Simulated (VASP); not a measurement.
# SnO3 (P6/mmm) in VASP: a series of runs

SnO3 is run at these levels: PBE; tasks: single point.

Program: VASP 6.6.1. These are calculated values, not measurements. Logs are shortened: lines on timing, memory, paths and dates and some standing lists are left out, and cuts for length are marked.

### Step 1. The cell of the first run

The structure is hexagonal, space group P6/mmm (No. 191). Conventional cell: a = 4.131 Å, b = 4.131 Å, c = 3.295 Å, α = 90.00°, β = 90.00°, γ = 120.00°. Within 3.5 Å of Sn (site symmetry 6/mmm) lie 12 O at 2.64 Å and 2 Sn at 3.30 Å. O (site symmetry mmm) has 4 O at 2.07 Å and 4 Sn at 2.64 Å within 2.7 Å.

The cell was generated, and may not be a known phase.

### Step 2. Single point, PBE

Contents of INCAR:

```
PREC = Accurate ; ENCUT = 600
EDIFF = 1E-6 ; ISMEAR = 0
SIGMA = 0.2 ; LREAL = F
LASPH = T ; NELM = 120
ALGO = Normal ; ISIF = 2
LWAVE = F ; LCHARG = F
GGA = PE ; NBANDS = 24
GGA_COMPAT = F
```

Contents of KPOINTS:

```
regular mesh
0
Gamma
  5 5 5
```

Contents of POSCAR:

```
SnO3
1.0
    4.1305259061      0.0000000028      0.0000000000
   -2.0652629555      3.5771403642      0.0000000000
    0.0000000000      0.0000000000      3.2950456517
Sn O
1 3
Direct
    0.0000000000      0.0000000000      0.0000000000
    0.5000000000      0.0000000000      0.5000000000
    0.0000000000      0.5000000000      0.5000000000
    0.5000000000      0.5000000000      0.5000000000
```

Potentials or basis: VASP PAW PBE potentials, release 64 (Sn_d, O).

Started as:

```console
cat potpaw_PBE.64/Sn_d/POTCAR potpaw_PBE.64/O/POTCAR > POTCAR
mpirun -np 1 vasp_std > vasp.out
```

OUTCAR:

```text
PREC = Accurate
   ENCUT = 600
   EDIFF = 1E-6
   ISMEAR = 0
   LREAL = F
   LASPH = T
   NELM = 120
   ISIF = 2
   GGA = PE

 ion  position               nearest neighbor table
   1  0.000  0.000  0.000-   4 2.64   4 2.64   4 2.64   4 2.64   3 2.64   3 2.64   3 2.64   3 2.64
                             2 2.64   2 2.64   2 2.64   2 2.64
   2  0.500  0.000  0.500-   1 2.64   1 2.64   1 2.64   1 2.64
   3  0.000  0.500  0.500-   1 2.64   1 2.64   1 2.64   1 2.64
   4  0.500  0.500  0.500-   1 2.64   1 2.64   1 2.64   1 2.64

  LATTYP: Found a hexagonal cell.
 ALAT       =     4.1305259061
 C/A-ratio  =     0.7977302955

  Lattice vectors:

 A1 = (   4.1305259061,   0.0000000028,   0.0000000000)
 A2 = (  -2.0652629555,   3.5771403642,   0.0000000000)
 A3 = (   0.0000000000,   0.0000000000,   3.2950456517)

Analysis of symmetry for initial positions (statically):
=====================================================================
 Subroutine PRICEL returns:
 Original cell was already a primitive cell.

 Routine SETGRP: Setting up the symmetry group for a
 hexagonal supercell.

 Subroutine GETGRP returns: Found 24 space group operations
 (whereof 24 operations were pure point group operations)
 out of a pool of 24 trial point group operations.

The static configuration has the point symmetry D_6h.

Analysis of symmetry for dynamics (positions and initial velocities):
=====================================================================
 Subroutine PRICEL returns:
 Original cell was already a primitive cell.

 Routine SETGRP: Setting up the symmetry group for a
 hexagonal supercell.

 Subroutine GETGRP returns: Found 24 space group operations
 (whereof 24 operations were pure point group operations)
 out of a pool of 24 trial point group operations.

The dynamic configuration has the point symmetry D_6h.

 Subroutine INISYM returns: Found 24 space group operations
 (whereof 24 operations are pure point group operations),
 and found     1 'primitive' translations

----------------------------------------------------------------------------------------

                                     Primitive cell

  volume of cell :      48.6859

  direct lattice vectors                    reciprocal lattice vectors
     4.130525906  0.000000003  0.000000000     0.242099922  0.139776455  0.000000000
    -2.065262956  3.577140364  0.000000000    -0.000000000  0.279552910  0.000000000
     0.000000000  0.000000000  3.295045652     0.000000000  0.000000000  0.303485932

  length of vectors
     4.130525906  4.130525906  3.295045652     0.279552910  0.279552910  0.303485932

  position of ions in fractional coordinates (direct lattice)
     0.000000000  0.000000000  0.000000000
     0.500000000  0.000000000  0.500000000
     0.000000000  0.500000000  0.500000000
     0.500000000  0.500000000  0.500000000

  ion indices of the primitive-cell ions
   primitive index   ion index
                 1           1
                 2           2
                 3           3
                 4           4

----------------------------------------------------------------------------------------

 KPOINTS: regular mesh

Automatic generation of k-mesh.
 Grid dimensions read from file:
 generate k-points for:    5    5    5

 Generating k-lattice:

  Cartesian coordinates                     Fractional coordinates (reciprocal lattice)
     0.048419984  0.027955291  0.000000000     0.200000000  0.000000000  0.000000000
    -0.000000000  0.055910582  0.000000000     0.000000000  0.200000000  0.000000000
     0.000000000  0.000000000  0.060697186     0.000000000  0.000000000  0.200000000

  Length of vectors
     0.055910582  0.055910582  0.060697186

  Shift w.r.t. Gamma in fractional coordinates (k-lattice)
     0.000000000  0.000000000  0.000000000

 Subroutine IBZKPT returns following result:
 ===========================================

 Found     15 irreducible k-points:

 Following reciprocal coordinates:
            Coordinates               Weight
  0.000000  0.000000  0.000000      1.000000
  0.200000  0.000000  0.000000      6.000000
  0.400000  0.000000  0.000000      6.000000
  0.200000  0.200000  0.000000      6.000000
  0.400000  0.200000  0.000000      6.000000
  0.000000  0.000000  0.200000      2.000000
  0.200000  0.000000  0.200000     12.000000
  0.400000  0.000000  0.200000     12.000000
  0.200000  0.200000  0.200000     12.000000
  0.400000  0.200000  0.200000     12.000000
  0.000000  0.000000  0.400000      2.000000
  0.200000  0.000000  0.400000     12.000000
  0.400000  0.000000  0.400000     12.000000
  0.200000  0.200000  0.400000     12.000000
  0.400000  0.200000  0.400000     12.000000
   k-points           NKPTS =     15   k-points in BZ     NKDIM =     15   number of bands    NBANDS=     24
   number of dos      NEDOS =    301   number of ions     NIONS =      4
   total plane-waves  NPLWV =  36288
   dimension x,y,z NGX =    36 NGY =   36 NGZ =   28
   dimension x,y,z NGXF=    72 NGYF=   72 NGZF=   56
   ions per type =               1   3
   NGX,Y,Z   is equivalent  to a cutoff of  14.49, 14.49, 14.13 a.u.
   NGXF,Y,Z  is equivalent  to a cutoff of  28.98, 28.98, 28.25 a.u.
 SYSTEM =  unknown system
   PREC   = accura    normal or accurate (medium, high low for compatibility)
   ISTART =      0    job   : 0-new  1-cont  2-samecut
   ICHARG =      2    charge: 1-file 2-atom 10-const
   ISPIN  =      1    spin polarized calculation?
   LNONCOLLINEAR =      F non collinear calculations
   LSORBIT =      F    spin-orbit coupling
   LASPH  =      T    aspherical Exc in radial PAW
   ENCUT  =  600.0 eV  44.10 Ry    6.64 a.u.   8.25  8.25  6.58*2*pi/ulx,y,z
   NELM   =    120;   NELMIN=  2; NELMDL= -5     # of ELM steps
   EDIFF  = 0.1E-05   stopping-criterion for ELM
   LREAL  =      F    real-space projection
   EDIFFG = 0.1E-04   stopping-criterion for IOM
   NSW    =      0    number of steps for IOM
   IBRION =     -1    ionic relax: 0-MD 1-quasi-New 2-CG
   NFREE  =      0    steps in history (QN), initial steepest desc. (CG)
   ISIF   =      2    stress and relaxation
   ISYM   =      2    0-nonsym 1-usesym 2-fastsym
   POTIM  = 0.5000    time-step for ionic-motion
   TEBEG  =    0.0;   TEEND  =   0.0 temperature during run
   PSTRESS=    0.0 pullay stress
   NELECT =      32.0000    total number of electrons
   NUPDOWN=      -1.0000    fix difference up-down
   EMIN   =  10.00;   EMAX   =-10.00  energy-range for DOS
   EFERMI =   0.00;   METHOD = LEGACY
   ISMEAR =     0;   SIGMA  =   0.20  broadening in eV -4-tet -1-fermi 0-gaus
   EFERMI_NEDOS =   21; number of points for ismear=-14 and -15
   IALGO  =     38    algorithm
   IMIX   =      4    mixing-type and parameters
     AMIX     =   0.40;   BMIX     =  1.00
     AMIX_MAG =   1.60;   BMIX_MAG =  1.00
  volume/ion in A,a.u.               =      12.17        82.14
  Fermi-wavevector in a.u.,A,eV,Ry     =   1.423390  2.689817 27.565934  2.026039
  Thomas-Fermi vector in A             =   2.543993
   LORBIT       =      0    0 simple, 1 ext, 2 COOP (PROOUT), +10 PAW based schemes
   GGA     = PE    functional components
   LHFCALC =     F    Hartree Fock is set to
   AEXX    =    0.0000 exact exchange contribution
   IVDW    =     0    specifies the selected vdW correction
   LEPSILON=     F    determine dielectric tensor
   LRPA    =     F    only Hartree local field effects (RPA)
 non-spin polarized calculation
 Gauss-broadening in eV      SIGMA  =   0.20
  energy-cutoff  :      600.00
  volume of cell :       48.69
 maximum number of plane-waves:      1663
 NGX is ok and might be reduce to    36
   NGX = 17   NGY = 17   NGZ = 13

 number of electron      32.0000004 magnetization

 Free energy of the ion-electron system (eV)
  ---------------------------------------------------
  ext. energy  EPLUGINS =         0.00000000
  ---------------------------------------------------
  free energy    TOTEN  =       -17.19323095 eV

  energy without entropy =      -17.14618667  energy(sigma->0) =      -17.16970881

 E-fermi :   5.3715     XC(G=0): -11.0863

 val. band max:        5.2840478258   @ k =   0.4000   0.2000   0.4000
 cond. band min:       5.3754320898   @ k =   0.4000   0.0000   0.2000
 fundamental gap:      0.0913842641
 Fermi energy:         5.3715173113

 k-point     1 :       0.0000    0.0000    0.0000
  band No.  band energies     occupation
      1     -15.5973      2.00000
      2     -15.4675      2.00000
      3     -15.4675      2.00000
      4     -15.4119      2.00000
      5     -15.4119      2.00000
      6     -14.7699      2.00000
[... 16 lines left out ...]
     23      18.6154      0.00000
     24      18.6154      0.00000

 k-point     2 :       0.2000    0.0000    0.0000
  band No.  band energies     occupation
      1     -15.5884      2.00000
      2     -15.4698      2.00000
      3     -15.4510      2.00000
      4     -15.4164      2.00000
      5     -15.4132      2.00000
      6     -14.5078      2.00000
[... 16 lines left out ...]
     23      17.6293      0.00000
     24      19.8326      0.00000

 k-point     3 :       0.4000    0.0000    0.0000
  band No.  band energies     occupation
      1     -15.5775      2.00000
      2     -15.4757      2.00000
      3     -15.4236      2.00000
      4     -15.4235      2.00000
      5     -15.4152      2.00000
      6     -13.8205      2.00000
[... 16 lines left out ...]
     23      18.0148      0.00000
     24      20.5063      0.00000
[... 271 lines left out ...]
 k-point    14 :       0.2000    0.2000    0.4000
  band No.  band energies     occupation
      1     -15.6147      2.00000
      2     -15.5199      2.00000
      3     -15.4304      2.00000
      4     -15.4198      2.00000
      5     -15.4083      2.00000
      6     -13.6315      2.00000
[... 16 lines left out ...]
     23      19.4908      0.00000
     24      21.3185      0.00000

 k-point    15 :       0.4000    0.2000    0.4000
  band No.  band energies     occupation
      1     -15.6263      2.00000
      2     -15.5468      2.00000
      3     -15.4281      2.00000
      4     -15.4141      2.00000
      5     -15.4065      2.00000
      6     -12.9798      2.00000
[... 16 lines left out ...]
     23      19.5978      0.00000
     24      20.6880      0.00000

------------------------ aborting loop because EDIFF is reached ----------------------------------------

  FORCE on cell =-STRESS in cart. coord.  units (eV):
  Direction    XX          YY          ZZ          XY          YZ          ZX
  --------------------------------------------------------------------------------------
  -------------------------------------------------------------------------------------
  Total       -0.0221626     -0.0221626     -0.0506369      0.0000000     -0.0000000      0.0000000
  in kB       -0.7293387     -0.7293387     -1.6663836      0.0000000     -0.0000000      0.0000000
  external PRESSURE =      -1.0416870 kB  Pullay stress =       0.0000000 kB

 VOLUME and BASIS-vectors are now :
 -----------------------------------------------------------------------------
  energy-cutoff  :      600.00
  volume of cell :       48.69
      direct lattice vectors                 reciprocal lattice vectors
     4.130525906  0.000000003  0.000000000     0.242099922  0.139776455  0.000000000
    -2.065262956  3.577140364  0.000000000    -0.000000000  0.279552910  0.000000000
     0.000000000  0.000000000  3.295045652     0.000000000  0.000000000  0.303485932

 POSITION                                       TOTAL-FORCE (eV/Angst)
 -----------------------------------------------------------------------------------
      0.00000      0.00000      0.00000         0.000000      0.000000      0.000000
      2.06526      0.00000      1.64752        -0.000000      0.000000      0.000000
     -1.03263      1.78857      1.64752         0.000000      0.000000      0.000000
      1.03263      1.78857      1.64752         0.000000      0.000000      0.000000
 -----------------------------------------------------------------------------------
    total drift:                                0.000000      0.000000      0.000000

  FREE ENERGIE OF THE ION-ELECTRON SYSTEM (eV)
  ---------------------------------------------------
  free  energy   TOTEN  =       -17.1932309528 eV

  energy  without entropy=      -17.1461866652  energy(sigma->0) =      -17.16970881
```

It took 25 s on 1 thread of Intel Xeon Platinum 8375C at 2.90GHz (Ice Lake), shared host; peak memory 0.18 GiB.

What came out:

```yaml
Free_energy: -17.1932 eV
Pressure: -0.1 GPa
Band_gap_on_the_k_mesh: zero (bands 16 and 17 overlap by 1.20 eV)
```

Caveat: the k points lie up to 0.38 Å⁻¹ apart, too coarse for converged energies and pressures of a metal; spin-orbit coupling is left out, which moves the levels of the heavy elements.

### Step 3. Single point, PBE

This run uses another cell than the first one, of 12.98 Å³/atom.

Contents of INCAR:

```
SYSTEM = SnO3
PREC = Accurate
ENCUT = 600
EDIFF = 1E-6
ISMEAR = 0
SIGMA = 0.2
LREAL = .FALSE.
LASPH = .TRUE.
NELM = 120
ALGO = Normal
ISIF = 2
LWAVE = .FALSE.
LCHARG = .TRUE.
GGA = PE
LELF = .TRUE.
LVHAR = .TRUE.
NBANDS = 24
GGA_COMPAT = .FALSE.
```

Contents of KPOINTS:

```
Automatic mesh
0
G
  5 5 6
  0 0 0
```

Contents of POSCAR:

```
SnO3
1.0
    3.8827376929      0.0000000000      0.0000000000
   -1.9413688464      3.3625494783      0.0000000000
    0.0000000000      0.0000000000      3.9755905257
Sn O
1 3
Direct
    0.0000000000      0.0000000000      0.5000000000
    0.3333333333      0.6666666667      0.5000000000
    0.6666666667      0.3333333333      0.5000000000
    0.0000000000      0.0000000000      0.0000000000
```

Potentials or basis: VASP PAW PBE potentials, release 64 (Sn_d, O).

Started as:

```console
cat potpaw_PBE.64/Sn_d/POTCAR potpaw_PBE.64/O/POTCAR > POTCAR
mpirun -np 1 vasp_std > vasp.out
```

It took 28 s on 1 thread of Intel Xeon Platinum 8375C at 2.90GHz (Ice Lake), shared host; peak memory 0.18 GiB.

It converged, with:

| Property | Result |
| --- | --- |
| Free energy | -19.9427 eV |
| Pressure | 0.2 GPa |
| Band gap on the k mesh | zero (bands 16 and 17 overlap by 0.29 eV) |

Stress tensor (GPa, compression positive):
```
0.13 0.00 0.00
0.00 0.13 0.00
0.00 0.00 0.49
```

Levels at points of the mesh, in eV from the Fermi level:
```tsv
k point	band 12	band 13	band 14	band 15	band 16	band 17	band 18	band 19	band 20	band 21
(0.00, 0.00, 0.00)	-2.48	-2.48	-1.36	-0.03	-0.03	0.09	1.20	9.11	11.24	11.24
(0.00, 0.00, 0.50)	-2.68	-1.91	-1.91	-0.43	-0.43	-0.04	5.50	9.55	10.14	10.14
```

Caveat: the k points lie up to 0.37 Å⁻¹ apart; semilocal functionals underestimate gaps, and a narrow one can read as zero; spin-orbit coupling is left out, which moves the levels of the heavy elements.

The gap in the log of VASP goes by the Fermi energy; the results here count the filled bands.